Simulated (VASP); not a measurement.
Wanted: the native input for a VASP 6.6.1 run.

```yaml
Task: single point
Functional: PBE
Potentials_or_basis: VASP PAW PBE potentials, release 64 (Ti_sv, C)
Cutoff: 520 eV
k_mesh: 8 × 8 × 1
Occupations: gaussian, width 0.1 eV
Spin: no spin polarisation
Dipole_correction: yes
Further_INCAR_settings: ALGO = Normal; EDIFF = 1e-06; NBANDS = 34
```

The structure of Ti4C lies in POSCAR:

```
Ti4C
1.0
    3.2555055347      0.0000000000      0.0000000000
    0.0000000000      3.2555055347      0.0000000000
    0.0000000000      0.0000000000     20.1798089631
Ti C
4 1
Direct
    0.5000000000      0.5000000000      0.1982179320
    0.0000000000      0.0000000000      0.2788803788
    0.5000000000      0.5000000000      0.3551905195
    0.0000000000      0.0000000000      0.4301234456
    0.5000000000      0.5000000000      0.4494923625
```

The input as run:

INCAR

```
SYSTEM = Ti4C
PREC = Accurate
ENCUT = 520
EDIFF = 1E-6
ISMEAR = 0
SIGMA = 0.1
LREAL = .FALSE.
LASPH = .TRUE.
NELM = 80
ALGO = Normal
ISIF = 2
LWAVE = .FALSE.
LCHARG = .FALSE.
LDIPOL = .TRUE.
IDIPOL = 3
DIPOL = 0.5 0.5 0.342
GGA = PE
NBANDS = 34
```

KPOINTS

```
regular mesh
0
G
  8 8 1
  0 0 0
```

Potentials or basis: VASP PAW PBE potentials, release 64 (Ti_sv, C).

The run is started by

```console
$ cat potpaw_PBE.64/Ti_sv/POTCAR potpaw_PBE.64/C/POTCAR > POTCAR
$ mpirun -np 1 vasp_std > vasp.out
```

It gave:

The largest force is 2.607 eV/Å. The band gap on the k mesh is zero (bands 26 and 27 overlap by 0.48 eV).

Wall time 2.1 min on 1 thread of AMD EPYC 9R45 96-Core Processor (Zen 5) (shared host), peak memory 0.29 GiB.
